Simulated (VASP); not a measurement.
A run of VASP 6.6.1 is set up as follows.

The input INCAR:

```
SYSTEM = C
  ALGO = Normal
  EDIFF = 1E-7
  ENCUT = 520
  GGA = PS
  ISIF = 2
  ISMEAR = 0
  LASPH = .TRUE.
  LCHARG = .FALSE.
  LREAL = .FALSE.
  LWAVE = .FALSE.
  NBANDS = 16
  NELM = 100
  PREC = Accurate
  SIGMA = 0.1
```

File KPOINTS:

```
k-points
0
G
  24 24 8
  0 0 0
```

The input POSCAR:

```
C
1.0
    2.4588786538      0.0000000000      0.0000000000
   -1.2294393269      2.1294513790      0.0000000000
    0.6576298801      0.0000000000      7.3069986673
C
4
Direct
    0.0000000000      0.0000000000      0.2500000000
    0.0000000000      0.0000000000      0.7500000000
    0.3333333334      0.6666666667      0.2500000000
    0.6666666666      0.3333333333      0.7500000000
```

Potentials or basis: VASP PAW PBE potentials, release 64 (C).

Command:

```bash
$ cat potpaw_PBE.64/C/POTCAR > POTCAR
$ mpirun -np 1 vasp_std > vasp.out
```

Q: What does it give for the band gap on the k mesh?

A: 0.03 eV, indirect (the least direct gap lies 3.7 meV higher).

Q: Predict the pressure.

A: 0.6 GPa.

Forces in eV/Å, atoms in the order of the input:
```
C    0.000 -0.001  0.000
C    0.000  0.001  0.000
C    0.000 -0.002  0.000
C    0.000  0.002  0.000
```

Caveat: the PAW data sets were made with another functional, which shifts forces and pressure a little; this functional lacks dispersion, which binds the layers, so the pressure and a relaxed spacing across them are unreliable. A k mesh can miss the band edges.
